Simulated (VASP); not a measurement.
Here is a VASP 6.6.1 calculation.

File INCAR:

```
  PREC = Accurate
  ENCUT = 520
  EDIFF = 1E-7
  ISMEAR = -1
  SIGMA = 0.1
  LREAL = False
  LASPH = True
  NELM = 80
  ALGO = Normal
  ISIF = 2
  LWAVE = False
  LCHARG = False
  GGA = PE
  NBANDS = 10
```

KPOINTS

```
regular mesh
0
Gamma
  19 19 19
```

File POSCAR:

```
Ir
1.0
    1.5558163964      1.5558163964      1.5558163964
   -1.5558163964      1.5558163964      1.5558163964
   -1.5558163964     -1.5558163964      1.5558163964
Ir
1
Direct
    0.0000000000      0.0000000000      0.0000000000
```

Potentials or basis: VASP PAW PBE potentials, release 64 (Ir).

Run with:

```sh
$ cat potpaw_PBE.64/Ir/POTCAR > POTCAR
$ mpirun -np 1 vasp_std > vasp.out
```

Q: Predict the pressure.

A: 0.5 GPa.
